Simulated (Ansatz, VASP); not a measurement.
Ta2C in VASP and in Ansatz

Contents of POSCAR:

```
Ta2C
1.0
   -3.1101644567      0.0000000000      0.0000000000
   -1.5550822284     -2.6934814295      0.0000000000
    0.0000000000      0.0000000000     10.3845978913
Ta C
4 2
Direct
    0.3333333333      0.3333333333      0.8345662990
    0.3333333333      0.3333333333      0.3586404136
    0.6666666667      0.6666666667      0.1172854718
    0.6666666667      0.6666666667      0.5932113571
    0.0000000000      1.0000000000      0.7138888281
    0.0000000000      1.0000000000      0.2379629427
```

File INCAR.step1:

```
PREC = Accurate ; ENCUT = 520
ISMEAR = 0 ; SIGMA = 0.15
LREAL = False ; LASPH = True
NELM = 100 ; NBANDS = 35
GGA = PE ; ALGO = Normal
EDIFF = 1E-4 ; LWAVE = True
LCHARG = False
```

Contents of INCAR.step2:

```
PREC = Accurate ; ENCUT = 520
EDIFF = 1E-6 ; ISMEAR = 0
SIGMA = 0.15 ; LREAL = False
LASPH = True ; NELM = 100
ALGO = Normal ; ISIF = 2
LWAVE = False ; LCHARG = False
METAGGA = R2SCAN ; LMIXTAU = True
NBANDS = 35 ; ISTART = 1
```

File KPOINTS:

```
Automatic mesh
0
Gamma
  17 17 5
```

Input for Ansatz:

```yaml
crystal:
  lattice:
    - [-3.1101644567, 0.0, 0.0]
    - [-1.5550822284, -2.6934814295, 0.0]
    - [0.0, 0.0, 10.3845978913]
  atoms:
    - { symbol: Ta, position: [0.3333333333, 0.3333333333, 0.834566299] }
    - { symbol: Ta, position: [0.3333333333, 0.3333333333, 0.3586404136] }
    - { symbol: Ta, position: [0.6666666667, 0.6666666667, 0.1172854718] }
    - { symbol: Ta, position: [0.6666666667, 0.6666666667, 0.5932113571] }
    - { symbol: C, position: [0.0, 1.0, 0.7138888281] }
    - { symbol: C, position: [0.0, 1.0, 0.2379629427] }
basis:
  ecutwfc: 500
kpoints:
  mp_grid: { grid: [17, 17, 5] }
hamiltonian:
  xc: r2scan
scf:
  occupations: { method: gaussian, width: 0.15 }
output:
  forces: true
  stress: true
  eigenvalues: true
```

Alike in both runs: task single point; functional r2SCAN; k mesh 17 × 17 × 5; occupations gaussian, width 0.15 eV; no spin polarisation.

|  | VASP | Ansatz |
| --- | --- | --- |
| version | VASP 6.6.1 | Ansatz 0.2.0 |
| potentials or method | VASP PAW PBE potentials, release 64 (Ta_pv, C), cutoff 520 eV | scalar-relativistic, plane waves, PAW |
| valence electrons in the cell | 52 | 60 |

Ansatz gave:

| Property | Result |
| --- | --- |
| gap on the k mesh at the Fermi level (eV) | none |
| pressure (GPa) | -6.3 |
| traceless stress, the component that is largest in VASP (GPa) | -6.85 |
| rms of the force components (eV/Å) | 0.576 |

Q: Estimate VASP's values.

A: gap on the k mesh at the Fermi level (eV): none; pressure (GPa): -5.6; traceless stress, the component that is largest in VASP (GPa): -6.84; rms of the force components (eV/Å): 0.585.

VASP's potentials were made for PBE, not for r2SCAN. Atom by atom the forces differ by 0.019 eV/Å (rms over components). A gap of «none» marks a metal or a gap that the smearing closes. VASP's potentials hold 52 valence electrons a cell and Ansatz's 60, so a difference there can come from the potentials and not from the codes.

Spin-orbit coupling is off throughout.
